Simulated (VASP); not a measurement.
**Al: single point with PBE**

Al:

```
CELL_PARAMETERS angstrom
0.00000 2.01946 2.01946
2.01946 0.00000 2.01946
2.01946 2.01946 0.00000
ATOMIC_POSITIONS crystal
Al 0.00000 0.00000 0.00000
```

| Quantity | Value |
| --- | --- |
| Program | VASP 6.6.1 |
| Task | single point |
| Functional | PBE |
| Potentials or basis | VASP PAW PBE potentials, release 64 (Al) |
| Cutoff | 500 eV |
| k mesh | 6 × 6 × 6 |
| Occupations | gaussian, width 0.1 eV |
| Spin | no spin polarisation |
| Dipole correction | no |
| Further INCAR settings | ALGO = Normal; EDIFF = 1e-06; NBANDS = 8 |

```json
{
 "Pressure": "0.6 GPa"
}
```

Levels at points of the mesh, in eV from the Fermi level:
```tsv
k point	band 1	band 2	band 3	band 4	band 5	band 6
(0.00, 0.00, 0.00)	-11.52	12.25	12.25	12.25	13.76	13.76
(0.50, 0.00, 0.00)	-4.98	-4.76	11.05	11.05	11.09	11.09
(0.50, 0.50, 0.00)	-3.31	-1.98	4.88	5.23	5.23	8.71
```

Wall time 2 s on 1 thread of AMD EPYC 9R45 96-Core Processor (Zen 5) (shared host), peak memory 0.1 GiB.

Caveat: the k points lie up to 0.45 Å⁻¹ apart.
